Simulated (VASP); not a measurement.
Crystal: Co.

```
Co
1.0
     2.47200    0.00000    0.00000
    -1.23600    2.14081    0.00000
     0.00000    0.00000    4.02114
Co
2
Direct
  0.66667 0.33333 0.75000
  0.33333 0.66667 0.25000
```

- Program: VASP 6.6.1
- Task: relaxation of cell and atoms
- Functional: PBEsol
- Potentials or basis: VASP PAW PBE potentials, release 64 (Co)
- Cutoff: 600 eV
- k mesh: 12 × 12 × 7
- Occupations: fermi-dirac, width 0.05 eV
- Spin: collinear spin, ferromagnetic start
- Starting moments: [2.0, 2.0] μB

At the start: pressure -6.7 GPa; volume 10.64 Å³/atom.

Problem. How do energy, volume and symmetry change on relaxing?

Solution. Over 5 steps the energy falls by 7.3 meV/atom and the volume is 10.32 Å³/atom (-3.0 %); space group P6_3/mmc (No. 194, to 0.05 Å); moment 3.10 μB per cell.

Step by step:
```
step  energy change (eV)  largest force (eV/Å)  pressure (GPa)  volume (Å³)
   1              0.0000                0.0000           -6.67        21.28
   2              0.0036                0.0000            8.68        19.94
   3             -0.0145                0.0000            0.07        20.63
   4             -0.0145                0.0000            0.23        20.62
   5             -0.0147                0.0000            0.10        20.63
```

Final structure:
```cif
data_structure
_symmetry_space_group_name_H-M 'P 1'
_symmetry_Int_Tables_number 1
_cell_length_a 2.4534
_cell_length_b 2.4534
_cell_length_c 3.9578
_cell_angle_alpha 90.000
_cell_angle_beta 90.000
_cell_angle_gamma 120.000
_cell_volume 20.63
loop_
_atom_site_label
_atom_site_type_symbol
_atom_site_fract_x
_atom_site_fract_y
_atom_site_fract_z
_atom_site_occupancy
Co1 Co 0.66667 0.33333 0.75000 1
Co2 Co 0.33333 0.66667 0.25000 1
```

Caveat: the PAW data sets were made with another functional, which shifts forces and pressure a little.
